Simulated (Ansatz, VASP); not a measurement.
# Two plane-wave programs on PbF2

File POSCAR:

```
PbF2
1.0
    0.0000000000      2.9604390429      2.9604390429
    2.9604390429      0.0000000000      2.9604390429
    2.9604390429      2.9604390429      0.0000000000
Pb F
1 2
Direct
    0.0000000000      0.0000000000      0.0000000000
    0.2500000000      0.2500000000      0.2500000000
    0.7500000000      0.7500000000      0.7500000000
```

INCAR.step1

```
SYSTEM = PbF2
PREC     = Accurate       ! precision mode
ENCUT    = 520            ! plane-wave cutoff, eV
EDIFF    = 1E-5           ! SCF threshold, eV
ISMEAR   = 0              ! smearing method
SIGMA    = 0.01           ! smearing width, eV
LREAL    = .FALSE.        ! projectors in reciprocal space
LASPH    = .TRUE.         ! aspherical terms in the spheres
NELM     = 80             ! most SCF steps
ALGO     = Normal         ! electronic algorithm
ISIF     = 2              ! what is computed and relaxed
LWAVE    = .TRUE.         ! write WAVECAR
NBANDS   = 21             ! bands
GGA      = PE             ! functional
```

The input INCAR.step2:

```
SYSTEM = PbF2
PREC     = Accurate       ! precision mode
ENCUT    = 520            ! plane-wave cutoff, eV
EDIFF    = 1E-7           ! SCF threshold, eV
ISMEAR   = 0              ! smearing method
SIGMA    = 0.01           ! smearing width, eV
LREAL    = .FALSE.        ! projectors in reciprocal space
LASPH    = .TRUE.         ! aspherical terms in the spheres
NELM     = 80             ! most SCF steps
ALGO     = Normal         ! electronic algorithm
ISIF     = 2              ! what is computed and relaxed
LWAVE    = .FALSE.        ! write WAVECAR
LCHARG   = .TRUE.         ! write CHGCAR
GGA      = PE             ! functional
LHFCALC  = .TRUE.         ! exact exchange
HFSCREEN = 0.2079         ! screening, 1/A
PRECFOCK = Normal       
LELF     = .TRUE.         ! ELF
LVHAR    = .TRUE.       
NBANDS   = 21             ! bands
ISTART   = 1
```

Contents of KPOINTS:

```
Automatic mesh
0
G
  4 4 4
  0 0 0
```

Input for Ansatz:

```yaml
crystal:
  lattice:
    - [0.0, 2.9604390429, 2.9604390429]
    - [2.9604390429, 0.0, 2.9604390429]
    - [2.9604390429, 2.9604390429, 0.0]
  atoms:
    - { symbol: Pb, position: [0.0, 0.0, 0.0] }
    - { symbol: F, position: [0.25, 0.25, 0.25] }
    - { symbol: F, position: [0.75, 0.75, 0.75] }
kpoints:
  mp_grid: { grid: [4, 4, 4] }
hamiltonian:
  xc: hse06
scf:
  occupations: { method: fixed }
  n_extra_bands: 4
output:
  forces: true
  stress: true
  eigenvalues: true
```

Alike in both runs: task single point; functional HSE06; k mesh 4 × 4 × 4; no spin polarisation.

```csv
,VASP,Ansatz
version,VASP 6.6.1,Ansatz 0.2.0
potentials or method,"VASP PAW PBE potentials, release 64 (Pb_d, F)","plane waves, PAW"
plane-wave cutoff (eV),520,420
occupations,"gaussian, width 0.01 eV",fixed
valence electrons in the cell,28,28
```

VASP gave:

* gap on the k mesh at the Fermi level (eV): 5.72
* pressure (GPa): 1.1

Which values does Ansatz return?

gap on the k mesh at the Fermi level (eV): 5.73; pressure (GPa): 1.2.

Ansatz's warnings: stress exchange threshold loose, stress scf threshold loose.

The k mesh is coarse, so the values compare programs but aren't converged. Neither program's run includes spin-orbit coupling.
